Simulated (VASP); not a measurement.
## P: single point with PBE

Crystal: P.

```xyz
2
Lattice="1.7409 1.0051 3.0670 -1.7409 1.0051 3.0670 0.0000 -2.0102 3.0670" Properties=species:S:1:pos:R:3 pbc="T T T"
P     0.0000    0.0000    2.1103
P     0.0000    0.0000    7.0907
```

```
Program                : VASP 6.6.1
Task                   : single point
Functional             : PBE
Potentials or basis    : VASP PAW PBE potentials, release 64 (P)
Cutoff                 : 520 eV
k mesh                 : 15 × 15 × 15
Occupations            : gaussian, width 0.1 eV
Spin                   : no spin polarisation
Dipole correction      : no
Further INCAR settings : ALGO = Normal; EDIFF = 1e-07; NBANDS = 12
```

```json
{
 "Pressure": "-0.3 GPa",
 "Largest force": "0.046 eV/Å",
 "Band gap on the k mesh": "zero (bands 5 and 6 overlap by 0.81 eV)"
}
```

Forces in eV/Å, atoms in the order of the input:
```
P    0.000  0.000 -0.046
P    0.000  0.000  0.046
```

Stress tensor (GPa, compression positive):
```
-0.36  0.00  0.00
 0.00 -0.36  0.00
 0.00  0.00 -0.12
```

Levels at points of the mesh, in eV from the Fermi level:
```
           k point  band 2  band 3  band 4  band 5  band 6  band 7  band 8  band 9
(0.00, 0.00, 0.00)   -3.39   -2.93   -2.85   -2.85    1.60    2.83    2.83    5.63
```

Run time: 2.6 min on 1 thread of Intel(R) Xeon(R) Platinum 8259CL CPU @ 2.50GHz (Skylake/Cascade Lake) (shared host), peak memory 0.22 GiB.
